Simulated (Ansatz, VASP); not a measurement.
PbSe: VASP beside Ansatz

```
Pb Se
1.0
     0.00000    3.48294    3.48294
     3.48294    0.00000    3.48294
     3.48294    3.48294    0.00000
Pb Se
1 1
Direct
  0.00000 0.00000 0.00000
  0.25000 0.25000 0.25000
```

Alike in both runs: task single point; functional PBE; k mesh 6 × 6 × 6; no spin polarisation.

|  | VASP | Ansatz |
| --- | --- | --- |
| version | VASP 6.6.1 | Ansatz 0.2.0 |
| potentials or method | VASP PAW PBE potentials, release 64 (Pb_d, Se) | plane waves, PAW |
| plane-wave cutoff (eV) | 520 | 420 |
| occupations | gaussian, width 0.01 eV | fixed |
| valence electrons in the cell | 20 | 30 |

```csv
,VASP,Ansatz,Ansatz less VASP
gap on the k mesh at the Fermi level (eV),0.85,0.85,-0.001
pressure (GPa),-0.8,-0.8,+0.01
```

VASP's potentials hold 20 valence electrons a cell and Ansatz's 30, so a difference there can come from the potentials and not from the codes.

Neither program's run includes spin-orbit coupling.
